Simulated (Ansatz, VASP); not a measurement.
# TiNb2Te4: VASP beside Ansatz

```
Ti Nb Te
1.0
     7.27993   -1.88217    0.35621
     7.27993    1.88217    0.35621
    -2.59084    0.00000    6.09881
Ti Nb Te
1 2 4
Direct
  0.00000 0.00000 0.00000
  0.24043 0.24043 0.31088
  0.75957 0.75957 0.68912
  0.40605 0.40605 0.67971
  0.59395 0.59395 0.32029
  0.85108 0.85108 0.15932
  0.14892 0.14892 0.84068
```

Alike in both runs: functional PBE; k mesh 4 × 4 × 3; occupations gaussian, width 0.2 eV; no spin polarisation.

Ansatz relaxed the structure, and its values are those at the end. VASP's run is a single point on that final structure, the one shown.

|  | VASP | Ansatz |
| --- | --- | --- |
| version | VASP 6.6.1 | Ansatz 0.2.0 |
| potentials or method | VASP PAW PBE potentials, release 64 (Ti_sv, Nb_sv, Te), cutoff 520 eV | scalar-relativistic, plane waves, PAW |
| valence electrons in the cell | 62 | 102 |

Ansatz gave:

| Quantity | Value |
| --- | --- |
| gap on the k mesh at the Fermi level (eV) | none |
| pressure (GPa) | -0.2 |
| rms of the force components (eV/Å) | 0.011 |

**Question.** Which values does VASP return?

**Answer.** gap on the k mesh at the Fermi level (eV): none; pressure (GPa): -0.3; rms of the force components (eV/Å): 0.013.

A gap of «none» marks a metal or a gap that the smearing closes. With one functional, cell and mesh, what is left measures potentials, basis and numerics. VASP's potentials hold 62 valence electrons a cell and Ansatz's 102, so a difference there can come from the potentials and not from the codes.

The k mesh is coarse, so the values compare programs but aren't converged. Spin-orbit coupling is off throughout.
